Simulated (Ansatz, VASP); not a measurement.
AlGa2As3 in VASP and in Ansatz

```
Al Ga As
1.0
     4.05910    0.00000    0.00000
    -2.02955    3.51528    0.00000
     0.00000    0.00000    9.93978
Al Ga As
1 2 3
Direct
  0.33333 0.66667 0.66716
  0.00000 0.00000 0.99977
  0.66667 0.33333 0.33327
  0.66667 0.33333 0.08335
  0.33333 0.66667 0.41740
  0.00000 0.00000 0.74904
```

Alike in both runs: functional PBE; k mesh 12 × 12 × 4; occupations gaussian, width 0.02 eV; no spin polarisation.

Ansatz relaxed the structure, and its values are those at the end. VASP's run is a single point on that final structure, the one shown.

|  | VASP | Ansatz |
| --- | --- | --- |
| version | VASP 6.6.1 | Ansatz 0.2.0 |
| potentials or method | VASP PAW PBE potentials, release 64 (Al, Ga_d, As), cutoff 520 eV | scalar-relativistic, plane waves, PAW |
| valence electrons in the cell | 44 | 74 |

|  | VASP | Ansatz | Ansatz less VASP |
| --- | --- | --- | --- |
| gap on the k mesh at the Fermi level (eV) | 0.53 | 0.53 | -0.002 |
| least direct gap on the mesh (eV) | 0.53 | 0.53 | -0.002 |
| pressure (GPa) | 0.2 | 0.0 | -0.17 |

With one functional, cell and mesh, what is left measures potentials, basis and numerics. VASP's potentials hold 44 valence electrons a cell and Ansatz's 74, so a difference there can come from the potentials and not from the codes.
